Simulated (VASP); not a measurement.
# Be4Se (Cmmm) in VASP: notebook

Runs on Be4Se. Level: PBE. Tasks: relaxation of cell and atoms, single point.

Everything below comes from runs of VASP 6.6.1. Logs are shortened: lines on timing, memory, paths and dates and some standing lists are left out, and cuts for length are marked.

### 1 The cell of the first run

Symmetry: Cmmm, No. 65, orthorhombic system. Conventional cell: a = 6.035 Å, b = 6.337 Å, c = 2.710 Å, α = 90.00°, β = 90.00°, γ = 90.00°. Within 2.4 Å of Be (site symmetry m2m) lie 2 Se at 1.81 Å. Within 2.3 Å of Be (site symmetry 2mm) lie 1 Se at 1.72 Å. Within 2.3 Å of Se (site symmetry mmm) lie 6 Be at 1.72 to 1.81 Å.

### 2 Relaxation of cell and atoms, PBE

INCAR

```
ALGO = Normal
EDIFF = 1E-7
EDIFFG = -0.04
ENCUT = 600
GGA = PE
IBRION = 2
ISIF = 3
ISMEAR = 0
LASPH = True
LCHARG = False
LREAL = False
LWAVE = False
NELM = 80
NSW = 90
PREC = Accurate
SIGMA = 0.1
```

KPOINTS

```
k-points
0
Gamma
  4 4 6
```

POSCAR

```
Be4Se
1.0
    3.0174651600     -3.1685478500      0.0000000000
    3.0174651600      3.1685478500      0.0000000000
    0.0000000000      0.0000000000      2.7095916100
Be Se
4 1
Direct
    0.8105999900      0.1894000100      0.5000000000
    0.1894000100      0.8105999900      0.5000000000
    0.2852000000      0.2852000000      0.0000000000
    0.7148000000      0.7148000000      0.0000000000
    0.0000000000      0.0000000000      0.0000000000
```

Potentials or basis: VASP PAW PBE potentials, release 64 (Be, Se).

Command:

```console
cat potpaw_PBE.64/Be/POTCAR potpaw_PBE.64/Se/POTCAR > POTCAR
mpirun -np 1 vasp_std > vasp.out
```

OUTCAR:

```text
EDIFF = 1E-7
   EDIFFG = -0.04
   ENCUT = 600
   GGA = PE
   IBRION = 2
   ISIF = 3
   ISMEAR = 0
   LASPH = True
   LREAL = False
   NELM = 80
   NSW = 90
   PREC = Accurate

 ion  position               nearest neighbor table
   1  0.811  0.189  0.500-   5 1.81   5 1.81
   2  0.189  0.811  0.500-   5 1.81   5 1.81
   3  0.285  0.285  0.000-   5 1.72
   4  0.715  0.715  0.000-   5 1.72
   5  0.000  0.000  0.000-   3 1.72   4 1.72   1 1.81   2 1.81   1 1.81   2 1.81

  LATTYP: Found a base centered orthorhombic cell.
 ALAT       =     6.0349303200
 B/A-ratio  =     1.0500694066
 C/A-ratio  =     0.4489847382

  Lattice vectors:

 A1 = (   3.0174651600,  -3.1685478500,   0.0000000000)
 A2 = (   3.0174651600,   3.1685478500,   0.0000000000)
 A3 = (   0.0000000000,   0.0000000000,   2.7095916100)

Analysis of symmetry for initial positions (statically):
=====================================================================
 Subroutine PRICEL returns:
 Original cell was already a primitive cell.

 Routine SETGRP: Setting up the symmetry group for a
 base centered orthorhombic supercell.

 Subroutine GETGRP returns: Found  8 space group operations
 (whereof  8 operations were pure point group operations)
 out of a pool of  8 trial point group operations.

The static configuration has the point symmetry D_2h.

Analysis of symmetry for dynamics (positions and initial velocities):
=====================================================================
 Subroutine PRICEL returns:
 Original cell was already a primitive cell.

 Routine SETGRP: Setting up the symmetry group for a
 base centered orthorhombic supercell.

 Subroutine GETGRP returns: Found  8 space group operations
 (whereof  8 operations were pure point group operations)
 out of a pool of  8 trial point group operations.

The dynamic configuration has the point symmetry D_2h.

 Subroutine INISYM returns: Found  8 space group operations
 (whereof  8 operations are pure point group operations),
 and found     1 'primitive' translations

----------------------------------------------------------------------------------------

                                     Primitive cell

  volume of cell :      51.8127

  direct lattice vectors                    reciprocal lattice vectors
     3.017465160 -3.168547850  0.000000000     0.165701996 -0.157800994  0.000000000
     3.017465160  3.168547850  0.000000000     0.165701996  0.157800994  0.000000000
     0.000000000  0.000000000  2.709591610     0.000000000  0.000000000  0.369059306

  length of vectors
     4.375476142  4.375476142  2.709591610     0.228819372  0.228819372  0.369059306

  position of ions in fractional coordinates (direct lattice)
     0.810599990  0.189400010  0.500000000
     0.189400010  0.810599990  0.500000000
     0.285200000  0.285200000  0.000000000
     0.714800000  0.714800000  0.000000000
     0.000000000  0.000000000  0.000000000

  ion indices of the primitive-cell ions
   primitive index   ion index
                 1           1
                 2           2
                 3           3
                 4           4
                 5           5

----------------------------------------------------------------------------------------

 KPOINTS: k-points

Automatic generation of k-mesh.
 Grid dimensions read from file:
 generate k-points for:    4    4    6

 Generating k-lattice:

  Cartesian coordinates                     Fractional coordinates (reciprocal lattice)
     0.041425499 -0.039450248  0.000000000     0.250000000  0.000000000  0.000000000
     0.041425499  0.039450248  0.000000000     0.000000000  0.250000000  0.000000000
     0.000000000  0.000000000  0.061509884     0.000000000  0.000000000  0.166666667

  Length of vectors
     0.057204843  0.057204843  0.061509884

  Shift w.r.t. Gamma in fractional coordinates (k-lattice)
     0.000000000  0.000000000  0.000000000

 Subroutine IBZKPT returns following result:
 ===========================================

 Found     28 irreducible k-points:

 Following reciprocal coordinates:
            Coordinates               Weight
  0.000000  0.000000  0.000000      1.000000
  0.250000  0.000000  0.000000      4.000000
  0.500000  0.000000  0.000000      2.000000
  0.250000  0.250000  0.000000      2.000000
  0.500000  0.250000  0.000000      4.000000
 -0.250000  0.250000  0.000000      2.000000
[... 16 lines left out ...]
  0.250000  0.000000  0.500000      4.000000
  0.500000  0.000000  0.500000      2.000000
 [... further k-points ...]
   k-points           NKPTS =     28   k-points in BZ     NKDIM =     28   number of bands    NBANDS=     11
   number of dos      NEDOS =    301   number of ions     NIONS =      5
   total plane-waves  NPLWV =  31104
   dimension x,y,z NGX =    36 NGY =   36 NGZ =   24
   dimension x,y,z NGXF=    72 NGYF=   72 NGZF=   48
   ions per type =               4   1
   NGX,Y,Z   is equivalent  to a cutoff of  13.68, 13.68, 14.73 a.u.
   NGXF,Y,Z  is equivalent  to a cutoff of  27.36, 27.36, 29.45 a.u.
 SYSTEM =  unknown system
   PREC   = accura    normal or accurate (medium, high low for compatibility)
   ISTART =      0    job   : 0-new  1-cont  2-samecut
   ICHARG =      2    charge: 1-file 2-atom 10-const
   ISPIN  =      1    spin polarized calculation?
   LNONCOLLINEAR =      F non collinear calculations
   LSORBIT =      F    spin-orbit coupling
   LASPH  =      T    aspherical Exc in radial PAW
   ENCUT  =  600.0 eV  44.10 Ry    6.64 a.u.   8.74  8.74  5.41*2*pi/ulx,y,z
   NELM   =     80;   NELMIN=  2; NELMDL= -5     # of ELM steps
   EDIFF  = 0.1E-06   stopping-criterion for ELM
   LREAL  =      F    real-space projection
   EDIFFG = -.4E-01   stopping-criterion for IOM
   NSW    =     90    number of steps for IOM
   IBRION =      2    ionic relax: 0-MD 1-quasi-New 2-CG
   NFREE  =      1    steps in history (QN), initial steepest desc. (CG)
   ISIF   =      3    stress and relaxation
   ISYM   =      2    0-nonsym 1-usesym 2-fastsym
   POTIM  = 0.5000    time-step for ionic-motion
   TEBEG  =    0.0;   TEEND  =   0.0 temperature during run
   PSTRESS=    0.0 pullay stress
   NELECT =      14.0000    total number of electrons
   NUPDOWN=      -1.0000    fix difference up-down
   EMIN   =  10.00;   EMAX   =-10.00  energy-range for DOS
   EFERMI =   0.00;   METHOD = LEGACY
   ISMEAR =     0;   SIGMA  =   0.10  broadening in eV -4-tet -1-fermi 0-gaus
   EFERMI_NEDOS =   21; number of points for ismear=-14 and -15
   IALGO  =     38    algorithm
   IMIX   =      4    mixing-type and parameters
     AMIX     =   0.40;   BMIX     =  1.00
     AMIX_MAG =   1.60;   BMIX_MAG =  1.00
  volume/ion in A,a.u.               =      10.36        69.93
  Fermi-wavevector in a.u.,A,eV,Ry     =   1.058373  2.000035 15.240610  1.120153
  Thomas-Fermi vector in A             =   2.193680
   LORBIT       =      0    0 simple, 1 ext, 2 COOP (PROOUT), +10 PAW based schemes
   GGA     = PE    functional components
   LHFCALC =     F    Hartree Fock is set to
   AEXX    =    0.0000 exact exchange contribution
   IVDW    =     0    specifies the selected vdW correction
   LEPSILON=     F    determine dielectric tensor
   LRPA    =     F    only Hartree local field effects (RPA)
 conjugate gradient relaxation of ions
 non-spin polarized calculation
 Gauss-broadening in eV      SIGMA  =   0.10
  energy-cutoff  :      600.00
  volume of cell :       51.81
 maximum number of plane-waves:      1748
 NGX is ok and might be reduce to    36
   NGX = 17   NGY = 17   NGZ = 11

--------------------------------------- Ionic step        1  -------------------------------------------

 number of electron      14.0000001 magnetization

 Free energy of the ion-electron system (eV)
  ---------------------------------------------------
  ext. energy  EPLUGINS =         0.00000000
  ---------------------------------------------------
  free energy    TOTEN  =        -6.32110810 eV

  energy without entropy =       -6.31492569  energy(sigma->0) =       -6.31801689

------------------------ aborting loop because EDIFF is reached ----------------------------------------

  FORCE on cell =-STRESS in cart. coord.  units (eV):
  Direction    XX          YY          ZZ          XY          YZ          ZX
  --------------------------------------------------------------------------------------
  -------------------------------------------------------------------------------------
  Total       26.1885780     16.8972681     28.9667025     -0.0000000      0.0000000      0.0000000
  in kB      809.8155850    522.5053111    895.7220643     -0.0000000      0.0000000      0.0000000
  external PRESSURE =     742.6809868 kB  Pullay stress =       0.0000000 kB
[... 778 lines left out ...]
 k-point    24 :       0.5000    0.0000    0.5000
  band No.  band energies     occupation
      1      -8.6526      2.00000
      2      -1.7687      2.00000
      3      -1.1640      2.00000
      4       0.4050      2.00000
      5       0.8532      2.00000
      6       5.2016      2.00000
      7       5.2438      2.00000
      8       5.8802      0.19705
      9       7.1125      0.00000
     10       7.7228      0.00000
     11       9.2811      0.00000

 [... further k-points ...]

[... ionic steps 4 to 34 ...]

--------------------------------------- Ionic step       35  -------------------------------------------

 number of electron      13.9999999 magnetization

------------------------ aborting loop because EDIFF is reached ----------------------------------------

  FORCE on cell =-STRESS in cart. coord.  units (eV):
  Direction    XX          YY          ZZ          XY          YZ          ZX
  --------------------------------------------------------------------------------------
  -------------------------------------------------------------------------------------
  Total       -0.1403687     -0.1104947     -0.2380234      0.0000000      0.0000000      0.0000000
  in kB       -3.5463085     -2.7915637     -6.0134788      0.0000000      0.0000000      0.0000000
  external PRESSURE =      -4.1171170 kB  Pullay stress =       0.0000000 kB
[... 63 lines left out ...]
  energy  without entropy=      -16.1957984879  energy(sigma->0) =      -16.19902565

--------------------------------------- Ionic step       37  -------------------------------------------

 number of electron      13.9999999 magnetization

 Free energy of the ion-electron system (eV)
  ---------------------------------------------------
  ext. energy  EPLUGINS =         0.00000000
  ---------------------------------------------------
  free energy    TOTEN  =       -16.20274322 eV

  energy without entropy =      -16.19623401  energy(sigma->0) =      -16.19948861

 E-fermi :   5.0935     XC(G=0):  -9.7830

 val. band max:        5.0758193514   @ k =   0.5000   0.5000   0.3333
 cond. band min:       5.0958071883   @ k =   0.0000   0.0000   0.1667
 fundamental gap:      0.0199878369
 Fermi energy:         5.0934545304

 k-point     1 :       0.0000    0.0000    0.0000
  band No.  band energies     occupation
      1      -9.9911      2.00000
      2      -1.6725      2.00000
      3      -0.3975      2.00000
      4       0.1956      2.00000
      5       2.0236      2.00000
      6       3.2971      2.00000
      7       5.4787      0.00000
      8       5.8464      0.00000
      9       7.0298      0.00000
     10       7.4642      0.00000
     11       9.1201      0.00000
[... 354 lines left out ...]
  FREE ENERGIE OF THE ION-ELECTRON SYSTEM (eV)
  ---------------------------------------------------
  free  energy   TOTEN  =       -16.2027432197 eV

  energy  without entropy=      -16.1962340076  energy(sigma->0) =      -16.19948861

 reached required accuracy - stopping structural energy minimisation
```

It took 4.9 min on 1 thread of Intel Xeon Platinum 8488C (Sapphire Rapids), shared host; peak memory 0.19 GiB.

What came out:

```yaml
Free_energy: -16.2027 eV
Relaxed_volume: 12.63 Å³/atom
Relaxed_cell: a = 4.326 Å, b = 4.326 Å, c = 3.437 Å, α = 90.00°, β = 90.00°, γ = 79.07°
Space_group_after_relaxing_to_0.05_Å: Cmmm (No. 65)
Energy_gained_by_relaxing: 1976.3 meV/atom
Ionic_steps: 37
Pressure_after_relaxing: -0.1 GPa
Largest_force_after_relaxing: 0.033 eV/Å
Band_gap_on_the_k_mesh: zero (band 7 reaches 6.04 eV, above the bottom of band 8 at 4.20 eV)
```

Forces in eV/Å, atoms in the order of the input:
```
Be   0.000 -0.003  0.000
Be   0.000  0.003  0.000
Be   0.033  0.000  0.000
Be  -0.033  0.000  0.000
Se   0.000  0.000  0.000
```

Stress tensor (GPa, compression positive):
```
 0.00  0.00  0.00
 0.00 -0.09  0.00
 0.00  0.00 -0.19
```

Step by step:
```tsv
step	energy change (eV)	largest force (eV/Å)	pressure (GPa)	volume (Å³)
1	0.0000	10.0072	74.27	51.81
2	-7.1877	0.5307	-12.45	96.58
3	-8.3577	1.3486	-6.78	76.09
4	-8.3581	1.4117	-6.34	75.54
5	-8.3557	1.4758	-5.89	75.01
6	-8.8198	1.1200	-3.70	70.30
7	-8.9931	0.7514	-0.73	66.59
8	-8.9985	0.9352	0.20	65.71
9	-9.0981	0.4273	0.66	64.70
10	-9.1155	0.2951	1.32	64.01
11	-9.1480	0.1360	-0.13	64.87
12	-9.1652	0.0776	-1.32	65.70
13	-9.1735	0.4038	-3.30	67.35
14	-9.1932	0.4401	-3.30	67.21
15	-9.2672	0.5089	-3.24	66.73
16	-9.4406	0.6461	-1.98	65.63
17	-8.9453	3.6278	5.44	62.76
18	-9.4769	0.6665	-1.69	65.31
19	-9.4836	0.7639	0.80	64.11
20	-9.5171	0.6981	-0.93	64.85
21	-9.5212	0.7062	-0.59	64.68
22	-9.5449	0.7906	0.60	64.01
23	-9.5508	0.6054	0.28	64.21
24	-9.6304	0.3969	-0.32	64.16
25	-9.7245	0.5807	-1.05	63.87
26	-9.7284	0.4472	-1.03	63.93
27	-9.7601	0.4882	-0.31	63.32
28	-9.8340	0.5096	1.98	61.44
29	-9.5284	0.5090	8.84	57.47
30	-9.8341	0.4814	2.61	60.94
31	-9.8560	0.2336	1.93	61.43
32	-9.8596	0.1520	1.36	61.87
33	-9.8604	0.1547	1.52	61.74
34	-9.8746	0.0987	0.70	62.40
35	-9.8810	0.0652	-0.41	63.42
36	-9.8811	0.0628	-0.28	63.29
37	-9.8816	0.0332	-0.09	63.17
```

Final structure:
```
CELL_PARAMETERS angstrom
3.33641 -2.75392 0.00000
3.33641 2.75392 0.00000
0.00000 0.00000 3.43735
ATOMIC_POSITIONS crystal
Be 0.67738 0.32262 0.50000
Be 0.32262 0.67738 0.50000
Be 0.34065 0.34065 0.00000
Be 0.65935 0.65935 0.00000
Se 0.00000 0.00000 0.00000
```

Levels at points of the mesh, in eV from the Fermi level:
```
           k point  band 4  band 5  band 6  band 7  band 8  band 9  band 10  band 11
(0.00, 0.00, 0.00)   -4.90   -3.07   -1.80    0.39    0.75    1.94     2.37     4.03
(0.50, 0.00, 0.00)   -3.15   -2.84   -2.20   -0.19   -0.17    2.91     3.04     5.19
(0.50, 0.50, 0.00)   -6.71   -2.10    0.85    0.95    2.59    3.54     4.07     4.68
(0.00, 0.00, 0.50)   -4.52   -4.19   -3.56    0.44    0.45    1.11     2.09     2.33
(0.50, 0.00, 0.50)   -5.16   -4.69   -0.59   -0.45   -0.37    1.33     1.38     2.91
(0.50, 0.50, 0.50)   -6.02   -4.55   -4.38   -3.03   -0.89    4.65     4.76     5.31
```

Caveat: the k points lie up to 0.37 Å⁻¹ apart in the final cell; the volume moved by over 15 % at a fixed basis, so the end points are rough.

### 3 Single point, PBE

This run uses another cell than the first one, of 12.44 Å³/atom, 1.200 times its volume.

INCAR

```
PREC = Accurate ; ENCUT = 520
EDIFF = 1E-6 ; ISMEAR = 0
SIGMA = 0.1 ; LREAL = False
LASPH = True ; NELM = 80
ALGO = Normal ; ISIF = 2
LWAVE = False ; LCHARG = True
GGA = PE ; LELF = True
LVHAR = True ; NBANDS = 15
```

KPOINTS

```
regular mesh
0
Gamma
  10 10 12
```

POSCAR

```
Be4Se
1.0
    2.6778610642     -3.3588368961      0.0000000000
    2.6778610642      3.3588368961      0.0000000000
    0.0000000000      0.0000000000      3.4575493102
Be Se
4 1
Direct
    0.6795602909      0.6795602909      0.5000000000
    0.3204397091      0.3204397091      0.5000000000
    0.6580220745      0.3419779255      0.0000000000
    0.3419779255      0.6580220745      0.0000000000
    0.0000000000      0.0000000000      0.0000000000
```

Potentials or basis: VASP PAW PBE potentials, release 64 (Be, Se).

Command:

```console
cat potpaw_PBE.64/Be/POTCAR potpaw_PBE.64/Se/POTCAR > POTCAR
mpirun -np 1 vasp_std > vasp.out
```

Run time: 90 s. Hardware: 1 thread of Intel Xeon Platinum 8488C (Sapphire Rapids), shared host; peak memory 0.31 GiB.

Results (log left out):

```
Free energy            : -16.2195 eV
Pressure               : 0.1 GPa
Largest force          : 0.017 eV/Å
Band gap on the k mesh : zero (band 7 reaches 6.39 eV, above the bottom of band 8 at 4.46 eV)
```

Forces in eV/Å, atoms in the order of the input:
```
Be   0.017  0.000  0.000
Be  -0.017  0.000  0.000
Be   0.000 -0.008  0.000
Be   0.000  0.008  0.000
Se   0.000  0.000  0.000
```

Levels at points of the mesh, in eV from the Fermi level:
| k point | band 5 | band 6 | band 7 | band 8 | band 9 | band 10 |
| --- | --- | --- | --- | --- | --- | --- |
| (0.00, 0.00, 0.00) | -3.55 | -1.95 | 0.17 | 0.34 | 1.76 | 2.01 |
| (0.50, 0.00, 0.00) | -3.03 | -2.66 | -0.53 | -0.06 | 2.61 | 2.95 |
| (0.50, 0.50, 0.00) | -2.61 | 0.73 | 0.82 | 2.37 | 3.64 | 3.76 |
| (0.00, 0.00, 0.50) | -4.34 | -3.74 | 0.16 | 0.39 | 0.99 | 1.60 |
| (0.50, 0.00, 0.50) | -4.98 | -0.82 | -0.46 | -0.33 | 1.14 | 1.35 |
| (0.50, 0.50, 0.50) | -4.67 | -4.49 | -3.29 | -0.95 | 4.61 | 4.78 |

[end of part 1 of 2]
